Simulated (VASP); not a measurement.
# NaF in VASP: notebook

NaF is run at these levels: PBE, r2SCAN; tasks: single point.

Everything below comes from runs of VASP 6.6.1. Logs are shortened: lines on timing, memory, paths and dates and some standing lists are left out, and cuts for length are marked.

**1. The cell of the first run**

It takes space group I4/mmm (No. 139, tetragonal). The conventional cell has a = 3.249 Å, b = 3.249 Å, c = 4.778 Å, α = 90.00°, β = 90.00°, γ = 90.00°. Na (site symmetry 4/mmm) has 6 F at 2.30 to 2.39 Å within 3.0 Å. F (site symmetry 4/mmm) has 6 Na at 2.30 to 2.39 Å within 3.0 Å.

**2. Single point, PBE (uniaxial x strain +4.0%)**

Input file INCAR:

```
SYSTEM = NaF
  PREC = Accurate
  ENCUT = 520
  EDIFF = 1E-7
  ISMEAR = 0
  SIGMA = 0.01
  LREAL = .FALSE.
  LASPH = .TRUE.
  NELM = 80
  ALGO = Normal
  ISIF = 2
  LWAVE = .FALSE.
  LCHARG = .FALSE.
  GGA = PE
  NBANDS = 14
```

Input file KPOINTS:

```
regular mesh
0
G
  6 6 6
  0 0 0
```

Input file POSCAR:

```
NaF
1.0
    0.0000000000      2.2971680842      2.2971680842
    2.3890548075      0.0000000000      2.2971680842
    2.3890548075      2.2971680842      0.0000000000
Na F
1 1
Direct
    0.0000000000      0.0000000000      0.0000000000
    0.5000000000      0.5000000000      0.5000000000
```

Potentials or basis: VASP PAW PBE potentials, release 64 (Na_pv, F).

Command:

```console
cat potpaw_PBE.64/Na_pv/POTCAR potpaw_PBE.64/F/POTCAR > POTCAR
mpirun -np 1 vasp_std > vasp.out
```

OUTCAR:

```text
SYSTEM = NaF
   PREC = Accurate
   ENCUT = 520
   EDIFF = 1E-7
   ISMEAR = 0
   LREAL = .FALSE.
   LASPH = .TRUE.
   NELM = 80
   ISIF = 2
   GGA = PE

 ion  position               nearest neighbor table
   1  0.000  0.000  0.000-   2 2.30   2 2.30   2 2.30   2 2.30
   2  0.500  0.500  0.500-   1 2.30   1 2.30   1 2.30   1 2.30

  LATTYP: Found a body centered tetragonal cell.
 ALAT       =     3.2486862597
 C/A-ratio  =     1.4707821048

  Lattice vectors:

 A1 = (   2.3890548075,   0.0000000000,   2.2971680842)
 A2 = (   2.3890548075,   0.0000000000,  -2.2971680842)
 A3 = (  -2.3890548075,   2.2971680842,   0.0000000000)

Analysis of symmetry for initial positions (statically):
=====================================================================
 Subroutine PRICEL returns:
 Original cell was already a primitive cell.

 Routine SETGRP: Setting up the symmetry group for a
 body centered tetragonal supercell.

 Subroutine GETGRP returns: Found 16 space group operations
 (whereof 16 operations were pure point group operations)
 out of a pool of 16 trial point group operations.

The static configuration has the point symmetry D_4h.

Analysis of symmetry for dynamics (positions and initial velocities):
=====================================================================
 Subroutine PRICEL returns:
 Original cell was already a primitive cell.

 Routine SETGRP: Setting up the symmetry group for a
 body centered tetragonal supercell.

 Subroutine GETGRP returns: Found 16 space group operations
 (whereof 16 operations were pure point group operations)
 out of a pool of 16 trial point group operations.

The dynamic configuration has the point symmetry D_4h.

 Subroutine INISYM returns: Found 16 space group operations
 (whereof 16 operations are pure point group operations),
 and found     1 'primitive' translations

----------------------------------------------------------------------------------------

                                     Primitive cell

  volume of cell :      25.2140

  direct lattice vectors                    reciprocal lattice vectors
     0.000000000  2.297168084  2.297168084    -0.209287790  0.217659301  0.217659301
     2.389054807  0.000000000  2.297168084     0.209287790 -0.217659301  0.217659301
     2.389054807  2.297168084  0.000000000     0.209287790  0.217659301 -0.217659301

  length of vectors
     3.248686260  3.314296921  3.314296921     0.372226439  0.372226439  0.372226439

  position of ions in fractional coordinates (direct lattice)
     0.000000000  0.000000000  0.000000000
     0.500000000  0.500000000  0.500000000

  ion indices of the primitive-cell ions
   primitive index   ion index
                 1           1
                 2           2

----------------------------------------------------------------------------------------

 KPOINTS: regular mesh

Automatic generation of k-mesh.
 Grid dimensions read from file:
 generate k-points for:    6    6    6

 Generating k-lattice:

  Cartesian coordinates                     Fractional coordinates (reciprocal lattice)
    -0.034881298  0.036276550  0.036276550     0.166666667  0.000000000  0.000000000
     0.034881298 -0.036276550  0.036276550     0.000000000  0.166666667 -0.000000000
     0.034881298  0.036276550 -0.036276550     0.000000000 -0.000000000  0.166666667

  Length of vectors
     0.062037740  0.062037740  0.062037740

  Shift w.r.t. Gamma in fractional coordinates (k-lattice)
     0.000000000  0.000000000  0.000000000

 Subroutine IBZKPT returns following result:
 ===========================================

 Found     30 irreducible k-points:

 Following reciprocal coordinates:
            Coordinates               Weight
  0.000000  0.000000  0.000000      1.000000
  0.166667  0.000000  0.000000      8.000000
  0.333333 -0.000000 -0.000000      8.000000
  0.500000  0.000000  0.000000      4.000000
  0.166667  0.166667  0.000000      4.000000
  0.333333  0.166667 -0.000000     16.000000
[... 16 lines left out ...]
 -0.333333  0.500000  0.166667      4.000000
  0.333333 -0.333333  0.166667      8.000000
 [... further k-points ...]
   k-points           NKPTS =     30   k-points in BZ     NKDIM =     30   number of bands    NBANDS=     14
   number of dos      NEDOS =    301   number of ions     NIONS =      2
   total plane-waves  NPLWV =  18816
   dimension x,y,z NGX =    24 NGY =   28 NGZ =   28
   dimension x,y,z NGXF=    48 NGYF=   56 NGZF=   56
   ions per type =               1   1
   NGX,Y,Z   is equivalent  to a cutoff of  12.28, 14.04, 14.04 a.u.
   NGXF,Y,Z  is equivalent  to a cutoff of  24.56, 28.09, 28.09 a.u.
 SYSTEM =  NaF
   PREC   = accura    normal or accurate (medium, high low for compatibility)
   ISTART =      0    job   : 0-new  1-cont  2-samecut
   ICHARG =      2    charge: 1-file 2-atom 10-const
   ISPIN  =      1    spin polarized calculation?
   LNONCOLLINEAR =      F non collinear calculations
   LSORBIT =      F    spin-orbit coupling
   LASPH  =      T    aspherical Exc in radial PAW
   ENCUT  =  520.0 eV  38.22 Ry    6.18 a.u.   6.04  6.16  6.16*2*pi/ulx,y,z
   NELM   =     80;   NELMIN=  2; NELMDL= -5     # of ELM steps
   EDIFF  = 0.1E-06   stopping-criterion for ELM
   LREAL  =      F    real-space projection
   EDIFFG = 0.1E-05   stopping-criterion for IOM
   NSW    =      0    number of steps for IOM
   IBRION =     -1    ionic relax: 0-MD 1-quasi-New 2-CG
   NFREE  =      0    steps in history (QN), initial steepest desc. (CG)
   ISIF   =      2    stress and relaxation
   ISYM   =      2    0-nonsym 1-usesym 2-fastsym
   POTIM  = 0.5000    time-step for ionic-motion
   TEBEG  =    0.0;   TEEND  =   0.0 temperature during run
   PSTRESS=    0.0 pullay stress
   NELECT =      14.0000    total number of electrons
   NUPDOWN=      -1.0000    fix difference up-down
   EMIN   =  10.00;   EMAX   =-10.00  energy-range for DOS
   EFERMI =   0.00;   METHOD = LEGACY
   ISMEAR =     0;   SIGMA  =   0.01  broadening in eV -4-tet -1-fermi 0-gaus
   EFERMI_NEDOS =   21; number of points for ismear=-14 and -15
   IALGO  =     38    algorithm
   IMIX   =      4    mixing-type and parameters
     AMIX     =   0.40;   BMIX     =  1.00
     AMIX_MAG =   1.60;   BMIX_MAG =  1.00
  volume/ion in A,a.u.               =      12.61        85.08
  Fermi-wavevector in a.u.,A,eV,Ry     =   1.345562  2.542743 24.633843  1.810536
  Thomas-Fermi vector in A             =   2.473465
   LORBIT       =      0    0 simple, 1 ext, 2 COOP (PROOUT), +10 PAW based schemes
   GGA     = PE    functional components
   LHFCALC =     F    Hartree Fock is set to
   AEXX    =    0.0000 exact exchange contribution
   IVDW    =     0    specifies the selected vdW correction
   LEPSILON=     F    determine dielectric tensor
   LRPA    =     F    only Hartree local field effects (RPA)
 non-spin polarized calculation
 Gauss-broadening in eV      SIGMA  =   0.01
  energy-cutoff  :      520.00
  volume of cell :       25.21
 maximum number of plane-waves:       690
   NGX = 13   NGY = 13   NGZ = 13

 number of electron      14.0000002 magnetization

 Free energy of the ion-electron system (eV)
  ---------------------------------------------------
  ext. energy  EPLUGINS =         0.00000000
  ---------------------------------------------------
  free energy    TOTEN  =        -8.55910647 eV

  energy without entropy =       -8.55910647  energy(sigma->0) =       -8.55910647

 E-fermi :  -2.0749     XC(G=0):  -9.0888

 val. band max:       -2.1421213831   @ k =   0.0000   0.0000   0.0000
 cond. band min:       4.0826244736   @ k =   0.0000   0.0000   0.0000
 fundamental gap:      6.2247458567
 Fermi energy:        -2.0749124238

 k-point     1 :       0.0000    0.0000    0.0000
  band No.  band energies     occupation
      1     -21.2949      2.00000
      2     -21.1344      2.00000
      3     -21.1189      2.00000
      4     -21.1189      2.00000
      5      -2.1431      2.00000
      6      -2.1431      2.00000
      7      -2.1421      2.00000
      8       4.0826      0.00000
      9      16.5694      0.00000
     10      16.8437      0.00000
     11      16.8437      0.00000
     12      19.5905      0.00000
     13      21.1913      0.00000
     14      22.3030      0.00000

 k-point     2 :       0.1667    0.0000    0.0000
  band No.  band energies     occupation
      1     -21.5970      2.00000
      2     -21.1351      2.00000
      3     -21.1206      2.00000
      4     -20.7870      2.00000
      5      -2.6195      2.00000
      6      -2.2100      2.00000
      7      -2.2023      2.00000
      8       5.0013      0.00000
      9      14.2829      0.00000
     10      17.0093      0.00000
     11      17.2696      0.00000
     12      20.4027      0.00000
     13      21.3511      0.00000
     14      21.9449      0.00000

 k-point     3 :       0.3333   -0.0000   -0.0000
  band No.  band energies     occupation
      1     -21.8513      2.00000
      2     -21.1436      2.00000
      3     -21.1240      2.00000
      4     -20.4639      2.00000
      5      -3.3796      2.00000
      6      -2.3421      2.00000
      7      -2.3187      2.00000
      8       6.9779      0.00000
      9      11.7549      0.00000
     10      17.4588      0.00000
     11      18.0103      0.00000
     12      20.0563      0.00000
     13      20.7259      0.00000
     14      21.7338      0.00000
[... 324 lines left out ...]
 k-point    23 :      -0.3333    0.5000    0.1667
  band No.  band energies     occupation
      1     -21.5268      2.00000
      2     -21.2313      2.00000
      3     -21.2018      2.00000
      4     -20.6710      2.00000
      5      -3.1790      2.00000
      6      -2.7824      2.00000
      7      -2.7034      2.00000
      8      10.8322      0.00000
      9      11.1360      0.00000
     10      12.3515      0.00000
     11      15.4440      0.00000
     12      19.0000      0.00000
     13      23.6595      0.00000
     14      24.2763      0.00000

 k-point    24 :       0.3333   -0.3333    0.1667
  band No.  band energies     occupation
      1     -21.6472      2.00000
      2     -21.1941      2.00000
      3     -21.1725      2.00000
      4     -20.6022      2.00000
      5      -3.2498      2.00000
      6      -2.8618      2.00000
      7      -2.5317      2.00000
      8      10.1998      0.00000
      9      10.6938      0.00000
     10      13.9441      0.00000
     11      15.6465      0.00000
     12      20.0150      0.00000
     13      20.6598      0.00000
     14      25.6050      0.00000

 [... further k-points ...]
[... 5 lines left out ...]
  --------------------------------------------------------------------------------------
  -------------------------------------------------------------------------------------
  Total       -0.0854823      0.3936502      0.3936502     -0.0000000      0.0000000      0.0000000
  in kB       -5.4318198     25.0137827     25.0137827     -0.0000000      0.0000000      0.0000000
  external PRESSURE =      14.8652485 kB  Pullay stress =       0.0000000 kB

 VOLUME and BASIS-vectors are now :
 -----------------------------------------------------------------------------
  energy-cutoff  :      520.00
  volume of cell :       25.21
      direct lattice vectors                 reciprocal lattice vectors
     0.000000000  2.297168084  2.297168084    -0.209287790  0.217659301  0.217659301
     2.389054807  0.000000000  2.297168084     0.209287790 -0.217659301  0.217659301
     2.389054807  2.297168084  0.000000000     0.209287790  0.217659301 -0.217659301

 POSITION                                       TOTAL-FORCE (eV/Angst)
 -----------------------------------------------------------------------------------
      0.00000      0.00000      0.00000        -0.000000      0.000000      0.000000
      2.38905      2.29717      2.29717         0.000000     -0.000000     -0.000000
 -----------------------------------------------------------------------------------
    total drift:                                0.000000     -0.000000      0.000000

  FREE ENERGIE OF THE ION-ELECTRON SYSTEM (eV)
  ---------------------------------------------------
  free  energy   TOTEN  =        -8.5591064703 eV

  energy  without entropy=       -8.5591064703  energy(sigma->0) =       -8.55910647
```

It took 9.6 s on 1 thread of Intel Xeon Platinum 8259CL at 2.50GHz (Skylake/Cascade Lake), shared host; peak memory 0.14 GiB.

What came out:

```
Free energy            : -8.5591 eV
Pressure               : 1.5 GPa
Band gap on the k mesh : 6.22 eV, direct
```

Caveat: the cell differs from its parent crystal (uniaxial x strain +4.0%).

[end of part 1 of 3]
